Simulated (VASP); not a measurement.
# AlN (Cm) in VASP: a series of runs

AlN is run at these levels: PBEsol; tasks: single point.

Program: VASP 6.6.1. These are calculated values, not measurements. Logs are shortened: lines on timing, memory, paths and dates and some standing lists are left out, and cuts for length are marked.

## 1. The cell of the first run

Symmetry: Cm, No. 8, monoclinic system. The conventional cell has a = 4.954 Å, b = 2.860 Å, c = 14.019 Å, α = 90.00°, β = 91.69°, γ = 90.00°. Al (site symmetry m) has 6 N at 2.02 Å within 2.7 Å. Within 2.7 Å of Al (site symmetry m) lie 6 N at 2.02 Å and 1 Al at 2.64 Å. Al (site symmetry m) has 6 N at 2.02 Å within 2.7 Å. Al (site symmetry m) has 6 N at 2.02 Å within 2.7 Å. Al (site symmetry m) has 6 N at 2.02 Å within 2.7 Å. Al (site symmetry m) has 6 N at 1.89 to 2.37 Å within 2.5 Å. Within 2.7 Å of N (site symmetry m) lie 6 Al at 2.02 Å. Within 2.7 Å of N (site symmetry m) lie 6 Al at 2.02 Å.

## 2. Single point, PBEsol

Contents of INCAR:

```
SYSTEM = AlN
PREC     = Accurate       ! precision mode
ENCUT    = 520            ! plane-wave cutoff, eV
EDIFF    = 1E-6           ! SCF threshold, eV
ISMEAR   = 0              ! smearing method
SIGMA    = 0.05           ! smearing width, eV
LREAL    = .False.        ! projectors in reciprocal space
LASPH    = .True.         ! aspherical terms in the spheres
NELM     = 60             ! most SCF steps
ALGO     = Normal         ! electronic algorithm
ISIF     = 2              ! what is computed and relaxed
LWAVE    = .False.        ! write WAVECAR
LCHARG   = .True.         ! write CHGCAR
GGA      = PS             ! functional
LELF     = .True.         ! ELF
LVHAR    = .True.       
NBANDS   = 36             ! bands
```

Contents of KPOINTS:

```
Automatic mesh
0
Gamma
  9 9 2
  0 0 0
```

Contents of POSCAR:

```
AlN
1.0
    2.0226209166     -2.0226209166      0.0000000000
    2.0226209166      0.0000000000     -2.0226209166
    8.4274523111      7.9219993440      7.9219993440
Al N
6 6
Direct
    0.6423708333      0.6423708333      0.2916666667
   -0.0104125000     -0.0104125000      0.1250000000
    0.2951541667      0.2951541667      0.4583333333
    0.6007208333      0.6007208333      0.7916666667
    0.9479375000      0.9479375000      0.6250000000
    0.2535041667      0.2535041667      0.9583333333
    0.9687625000     -0.0312375000      0.3750000000
    0.3159791667      0.3159791667      0.2083333333
    0.6215458333      0.6215458333      0.5416666667
    0.9271125000      0.9271125000      0.8750000000
    0.2743291667      0.2743291667      0.7083333333
    0.6631958333      0.6631958333      0.0416666667
```

Potentials or basis: VASP PAW PBE potentials, release 64 (Al, N).

On the command line:

```bash
$ cat potpaw_PBE.64/Al/POTCAR potpaw_PBE.64/N/POTCAR > POTCAR
$ mpirun -np 1 vasp_std > vasp.out
```

OUTCAR:

```text
SYSTEM = AlN
   PREC = Accurate
   ENCUT = 520
   EDIFF = 1E-6
   ISMEAR = 0
   LREAL = .False.
   LASPH = .True.
   NELM = 60
   ISIF = 2
   GGA = PS

 ion  position               nearest neighbor table
   1  0.642  0.642  0.292-   7 2.02   7 2.02   7 2.02   8 2.02   8 2.02   8 2.02   3 2.86   3 2.86
                             3 2.86   2 2.86   2 2.86   2 2.86
   2  0.990  0.990  0.125-  12 2.02  12 2.02   8 2.02   8 2.02   8 2.02  12 2.02   6 2.64   1 2.86
                             1 2.86   1 2.86   6 3.01   6 3.01
   3  0.295  0.295  0.458-   7 2.02   7 2.02   7 2.02   9 2.02   9 2.02   9 2.02   1 2.86   1 2.86
                             1 2.86   5 2.86   5 2.86   5 2.86
   4  0.601  0.601  0.792-  10 2.02  10 2.02  10 2.02  11 2.02  11 2.02  11 2.02   6 2.86   6 2.86
                             6 2.86   5 2.86   5 2.86   5 2.86
   5  0.948  0.948  0.625-   9 2.02   9 2.02  11 2.02  11 2.02  11 2.02   9 2.02   3 2.86   4 2.86
                             3 2.86   4 2.86   3 2.86   4 2.86
   6  0.254  0.254  0.958-  12 1.89  12 1.89  10 2.02  10 2.02  10 2.02  12 2.37   2 2.64   4 2.86
                             4 2.86   4 2.86   2 3.01   2 3.01
   7  0.969  0.969  0.375-   3 2.02   3 2.02   1 2.02   1 2.02   1 2.02   3 2.02
   8  0.316  0.316  0.208-   2 2.02   2 2.02   2 2.02   1 2.02   1 2.02   1 2.02
   9  0.622  0.622  0.542-   5 2.02   5 2.02   5 2.02   3 2.02   3 2.02   3 2.02
  10  0.927  0.927  0.875-   4 2.02   4 2.02   6 2.02   6 2.02   4 2.02   6 2.02
  11  0.274  0.274  0.708-   5 2.02   5 2.02   5 2.02   4 2.02   4 2.02   4 2.02
  12  0.663  0.663  0.042-   6 1.89   6 1.89   2 2.02   2 2.02   2 2.02   6 2.37

  LATTYP: Found a base centered monoclinic cell.
 ALAT       =     4.9543891888
 B/A-ratio  =     0.5773502692
 C/A-ratio  =     2.8296534929
 COS(beta)  =    -0.0294382334

  Lattice vectors:

 A1 = (  -2.0226209166,   2.0226209166,  -0.0000000000)
 A2 = (  -2.0226209166,   0.0000000000,   2.0226209166)
 A3 = (   8.4274523111,   7.9219993440,   7.9219993440)

Analysis of symmetry for initial positions (statically):
=====================================================================
 Subroutine PRICEL returns:
 Original cell was already a primitive cell.

 Routine SETGRP: Setting up the symmetry group for a
 base centered monoclinic supercell.

 Subroutine GETGRP returns: Found  2 space group operations
 (whereof  2 operations were pure point group operations)
 out of a pool of  4 trial point group operations.

The static configuration has the point symmetry C_1h.

Analysis of symmetry for dynamics (positions and initial velocities):
=====================================================================
 Subroutine PRICEL returns:
 Original cell was already a primitive cell.

 Routine SETGRP: Setting up the symmetry group for a
 base centered monoclinic supercell.

 Subroutine GETGRP returns: Found  2 space group operations
 (whereof  2 operations were pure point group operations)
 out of a pool of  4 trial point group operations.

The dynamic configuration has the point symmetry C_1h.

 Subroutine INISYM returns: Found  2 space group operations
 (whereof  2 operations are pure point group operations),
 and found     1 'primitive' translations

----------------------------------------------------------------------------------------

                                     Primitive cell

  volume of cell :      99.2944

  direct lattice vectors                    reciprocal lattice vectors
     2.022620917 -2.022620917  0.000000000     0.161370657 -0.333037361  0.161370657
     2.022620917  0.000000000 -2.022620917     0.161370657  0.161370657 -0.333037361
     8.427452311  7.921999344  7.921999344     0.041200668  0.041200668  0.041200668

  length of vectors
     2.860417932  2.860417932 14.019204673     0.403726222  0.403726222  0.071361651

  position of ions in fractional coordinates (direct lattice)
     0.642370833  0.642370833  0.291666667
     0.989587500  0.989587500  0.125000000
     0.295154167  0.295154167  0.458333333
     0.600720833  0.600720833  0.791666667
     0.947937500  0.947937500  0.625000000
     0.253504167  0.253504167  0.958333333
     0.968762500  0.968762500  0.375000000
     0.315979167  0.315979167  0.208333333
     0.621545833  0.621545833  0.541666667
     0.927112500  0.927112500  0.875000000
     0.274329167  0.274329167  0.708333333
     0.663195833  0.663195833  0.041666667

  ion indices of the primitive-cell ions
   primitive index   ion index
                 1           1
                 2           2
                 3           3
                 4           4
                 5           5
                 6           6
                 7           7
                 8           8
                 9           9
                10          10
                11          11
                12          12

----------------------------------------------------------------------------------------

 KPOINTS: Automatic mesh

Automatic generation of k-mesh.
 Grid dimensions read from file:
 generate k-points for:    9    9    2

 Generating k-lattice:

  Cartesian coordinates                     Fractional coordinates (reciprocal lattice)
     0.017930073 -0.037004151  0.017930073     0.111111111  0.000000000  0.000000000
     0.017930073  0.017930073 -0.037004151     0.000000000  0.111111111  0.000000000
     0.020600334  0.020600334  0.020600334     0.000000000  0.000000000  0.500000000

  Length of vectors
     0.044858469  0.044858469  0.035680825

  Shift w.r.t. Gamma in fractional coordinates (k-lattice)
     0.000000000  0.000000000  0.000000000

 Subroutine IBZKPT returns following result:
 ===========================================

 Found     50 irreducible k-points:

 Following reciprocal coordinates:
            Coordinates               Weight
  0.000000  0.000000  0.000000      1.000000
  0.111111  0.000000  0.000000      4.000000
  0.222222  0.000000  0.000000      4.000000
  0.333333  0.000000  0.000000      4.000000
  0.444444  0.000000  0.000000      4.000000
  0.111111  0.111111  0.000000      2.000000
[... 16 lines left out ...]
 -0.333333  0.333333  0.000000      2.000000
  0.444444  0.444444  0.000000      2.000000
 [... further k-points ...]
   k-points           NKPTS =     50   k-points in BZ     NKDIM =     50   number of bands    NBANDS=     36
   number of dos      NEDOS =    301   number of ions     NIONS =     12
   total plane-waves  NPLWV =  62208
   dimension x,y,z NGX =    24 NGY =   24 NGZ =  108
   dimension x,y,z NGXF=    48 NGYF=   48 NGZF=  216
   ions per type =               6   6
   NGX,Y,Z   is equivalent  to a cutoff of  13.95, 13.95, 12.81 a.u.
   NGXF,Y,Z  is equivalent  to a cutoff of  27.90, 27.90, 25.61 a.u.
 SYSTEM =  AlN
   PREC   = accura    normal or accurate (medium, high low for compatibility)
   ISTART =      0    job   : 0-new  1-cont  2-samecut
   ICHARG =      2    charge: 1-file 2-atom 10-const
   ISPIN  =      1    spin polarized calculation?
   LNONCOLLINEAR =      F non collinear calculations
   LSORBIT =      F    spin-orbit coupling
   LASPH  =      T    aspherical Exc in radial PAW
   ENCUT  =  520.0 eV  38.22 Ry    6.18 a.u.   5.32  5.32 26.07*2*pi/ulx,y,z
   NELM   =     60;   NELMIN=  2; NELMDL= -5     # of ELM steps
   EDIFF  = 0.1E-05   stopping-criterion for ELM
   LREAL  =      F    real-space projection
   EDIFFG = 0.1E-04   stopping-criterion for IOM
   NSW    =      0    number of steps for IOM
   IBRION =     -1    ionic relax: 0-MD 1-quasi-New 2-CG
   NFREE  =      0    steps in history (QN), initial steepest desc. (CG)
   ISIF   =      2    stress and relaxation
   ISYM   =      2    0-nonsym 1-usesym 2-fastsym
   POTIM  = 0.5000    time-step for ionic-motion
   TEBEG  =    0.0;   TEEND  =   0.0 temperature during run
   PSTRESS=    0.0 pullay stress
   NELECT =      48.0000    total number of electrons
   NUPDOWN=      -1.0000    fix difference up-down
   EMIN   =  10.00;   EMAX   =-10.00  energy-range for DOS
   EFERMI =   0.00;   METHOD = LEGACY
   ISMEAR =     0;   SIGMA  =   0.05  broadening in eV -4-tet -1-fermi 0-gaus
   EFERMI_NEDOS =   21; number of points for ismear=-14 and -15
   IALGO  =     38    algorithm
   IMIX   =      4    mixing-type and parameters
     AMIX     =   0.40;   BMIX     =  1.00
     AMIX_MAG =   1.60;   BMIX_MAG =  1.00
  volume/ion in A,a.u.               =       8.27        55.84
  Fermi-wavevector in a.u.,A,eV,Ry     =   1.284834  2.427984 22.460474  1.650798
  Thomas-Fermi vector in A             =   2.417004
   LORBIT       =      0    0 simple, 1 ext, 2 COOP (PROOUT), +10 PAW based schemes
   GGA     = PS    functional components
   LHFCALC =     F    Hartree Fock is set to
   AEXX    =    0.0000 exact exchange contribution
   IVDW    =     0    specifies the selected vdW correction
   LEPSILON=     F    determine dielectric tensor
   LRPA    =     F    only Hartree local field effects (RPA)
 non-spin polarized calculation
 Gauss-broadening in eV      SIGMA  =   0.05
  energy-cutoff  :      520.00
  volume of cell :       99.29
 maximum number of plane-waves:      2701
 NGX is ok and might be reduce to    24
   NGX = 11   NGY = 11   NGZ = 53

 number of electron      47.9999997 magnetization

 Free energy of the ion-electron system (eV)
  ---------------------------------------------------
  ext. energy  EPLUGINS =         0.00000000
  ---------------------------------------------------
  free energy    TOTEN  =       -92.35249693 eV

  energy without entropy =      -92.35249693  energy(sigma->0) =      -92.35249693

 E-fermi :  10.3622     XC(G=0): -12.4411

 val. band max:       10.0742324389   @ k =   0.0000   0.0000   0.0000
 cond. band min:      14.4669266162   @ k =   0.4444   0.0000   0.0000
 fundamental gap:      4.3926941773
 Fermi energy:        10.3621676821

 k-point     1 :       0.0000    0.0000    0.0000
  band No.  band energies     occupation
      1      -7.6788      2.00000
      2      -7.1222      2.00000
      3      -7.1003      2.00000
      4      -5.6016      2.00000
      5      -5.5960      2.00000
      6      -4.3807      2.00000
[... 28 lines left out ...]
     35      21.1750      0.00000
     36      21.3619      0.00000

 k-point     2 :       0.1111    0.0000    0.0000
  band No.  band energies     occupation
      1      -7.4530      2.00000
      2      -6.9099      2.00000
      3      -6.8778      2.00000
      4      -5.4307      2.00000
      5      -5.3931      2.00000
      6      -4.2359      2.00000
[... 28 lines left out ...]
     35      20.3521      0.00000
     36      20.7524      0.00000
[... 817 lines left out ...]
     35      20.3303      0.00000
     36      20.3941      0.00000

 k-point    24 :       0.4444    0.4444    0.0000
  band No.  band energies     occupation
      1      -4.6890      2.00000
      2      -4.4551      2.00000
      3      -4.3278      2.00000
      4      -3.9152      2.00000
      5      -3.6408      2.00000
      6      -3.4308      2.00000
[... 28 lines left out ...]
     35      19.5727      0.00000
     36      20.4903      0.00000

 [... further k-points ...]

------------------------ aborting loop because EDIFF is reached ----------------------------------------

  FORCE on cell =-STRESS in cart. coord.  units (eV):
  Direction    XX          YY          ZZ          XY          YZ          ZX
  --------------------------------------------------------------------------------------
  -------------------------------------------------------------------------------------
  Total       -0.8095180      1.9631587      1.9631587     -0.8209251      2.8817186     -0.8209251
  in kB      -13.0620807     31.6767972     31.6767972    -13.2461414     46.4983379    -13.2461412
  external PRESSURE =      16.7638379 kB  Pullay stress =       0.0000000 kB

 VOLUME and BASIS-vectors are now :
 -----------------------------------------------------------------------------
  energy-cutoff  :      520.00
  volume of cell :       99.29
      direct lattice vectors                 reciprocal lattice vectors
     2.022620917 -2.022620917  0.000000000     0.161370657 -0.333037361  0.161370657
     2.022620917  0.000000000 -2.022620917     0.161370657  0.161370657 -0.333037361
     8.427452311  7.921999344  7.921999344     0.041200668  0.041200668  0.041200668

 POSITION                                       TOTAL-FORCE (eV/Angst)
 -----------------------------------------------------------------------------------
      5.05655      1.01131      1.01131        -0.015654     -0.013727     -0.013727
      5.05655     -1.01131     -1.01131        -0.141169      0.207319      0.207319
      5.05655      3.03393      3.03393        -0.013682     -0.013545     -0.013545
      9.10179      5.05655      5.05655        -0.016350     -0.041158     -0.041158
      9.10179      3.03393      3.03393        -0.012323     -0.014476     -0.014476
      9.10179      7.07917      7.07917         0.082441     -0.983345     -0.983345
      7.07917      1.01131      1.01131         0.009200      0.015836      0.015836
      3.03393      1.01131      1.01131        -0.050096      0.040170      0.040170
      7.07917      3.03393      3.03393         0.016611      0.012112      0.012112
     11.12442      5.05655      5.05655         0.332504     -0.277750     -0.277750
      7.07917      5.05655      5.05655         0.046916     -0.006922     -0.006922
      3.03393     -1.01131     -1.01131        -0.238398      1.075485      1.075485
 -----------------------------------------------------------------------------------
    total drift:                               -0.000094      0.000008      0.000008

  FREE ENERGIE OF THE ION-ELECTRON SYSTEM (eV)
  ---------------------------------------------------
  free  energy   TOTEN  =       -92.3524969336 eV

  energy  without entropy=      -92.3524969336  energy(sigma->0) =      -92.35249693
```

Run time: 90 s. Hardware: 1 thread of Intel Xeon 6975P-C (Granite Rapids), shared host; peak memory 0.3 GiB.

Results:

| Item | Value |
| --- | --- |
| Free energy | -92.3525 eV |
| Pressure | 1.7 GPa |
| Largest force | 1.540 eV/Å |
| Band gap on the k mesh | 4.39 eV (least direct gap 5.32 eV) |

Forces on the atoms (eV/Å):
```
Al  -0.016 -0.014 -0.014
Al  -0.141  0.207  0.207
Al  -0.014 -0.014 -0.014
Al  -0.016 -0.041 -0.041
Al  -0.012 -0.014 -0.014
Al   0.082 -0.983 -0.983
N    0.009  0.016  0.016
N   -0.050  0.040  0.040
N    0.017  0.012  0.012
N    0.333 -0.278 -0.278
N    0.047 -0.007 -0.007
N   -0.238  1.075  1.075
```

Caveat: the PAW data sets were made with another functional, which shifts forces and pressure a little; an odd mesh through Γ misses points on the zone boundary, where band edges can lie.

## 3. Single point, PBEsol

Contents of INCAR:

```
PREC = Accurate
ENCUT = 520
EDIFF = 1E-6
ISMEAR = 0
SIGMA = 0.05
LREAL = False
LASPH = True
NELM = 60
ALGO = Normal
ISIF = 2
LWAVE = False
LCHARG = True
GGA = PS
LELF = True
LVHAR = True
NBANDS = 36
```

Contents of KPOINTS:

```
Automatic mesh
0
Gamma
  9 9 2
```

Contents of POSCAR:

```
AlN
1.0
    2.0226209166     -2.0226209166      0.0000000000
    2.0226209166      0.0000000000     -2.0226209166
    9.1017941247      7.5848284372      7.5848284372
Al N
6 6
Direct
    0.5937500000      0.5937500000      0.2916666667
   -0.0312500000     -0.0312500000      0.1250000000
    0.2187500000      0.2187500000      0.4583333333
    0.4687500000      0.4687500000      0.7916666667
    0.8437500000      0.8437500000      0.6250000000
    0.0937500000      0.0937500000      0.9583333333
    0.9062500000     -0.0937500000      0.3750000000
    0.2812500000      0.2812500000      0.2083333333
    0.5312500000      0.5312500000      0.5416666667
    0.7812500000      0.7812500000      0.8750000000
    0.1562500000      0.1562500000      0.7083333333
    0.6562500000      0.6562500000      0.0416666667
```

Potentials or basis: VASP PAW PBE potentials, release 64 (Al, N).

On the command line:

```bash
$ cat potpaw_PBE.64/Al/POTCAR potpaw_PBE.64/N/POTCAR > POTCAR
$ mpirun -np 1 vasp_std > vasp.out
```

Wall time 86 s (1 thread of Intel Xeon 6975P-C (Granite Rapids), shared host); peak memory 0.29 GiB.

The run converged. Its results:

```yaml
Free_energy: -91.1348 eV
Pressure: 4.6 GPa
Largest_force: 2.539 eV/Å
Band_gap_on_the_k_mesh: 3.46 eV (least direct gap 4.24 eV)
```

Forces in eV/Å, atoms in the order of the input:
```
Al  -0.029 -0.025 -0.025
Al   0.668  1.168  1.168
Al  -0.019 -0.019 -0.019
Al  -0.195 -0.206 -0.206
Al  -0.014 -0.018 -0.018
Al  -1.527 -1.285 -1.285
N    0.013  0.022  0.022
N   -0.066  0.043  0.043
N    0.023  0.016  0.016
N   -0.109 -1.254 -1.254
N    0.049 -0.022 -0.022
N    1.207  1.579  1.579
```

Stress tensor (GPa, compression positive):
```
1.25 3.50 3.50
3.50 6.25 9.05
3.50 9.05 6.25
```

Levels at points of the mesh, in eV from the valence-band top:
```csv
k point,band 22,band 23,band 24,band 25,band 26,band 27
"(0.00, 0.00, 0.00)",-0.34,-0.25,0.00,4.41,5.79,5.89
"(0.00, 0.00, 0.50)",-0.41,-0.31,-0.13,4.48,5.84,5.89
```

Caveat: the cell stands under pressure; the PAW data sets were made with another functional, which shifts forces and pressure a little; an odd mesh through Γ misses points on the zone boundary, where band edges can lie.

(Part 1 of 2 ends here.)
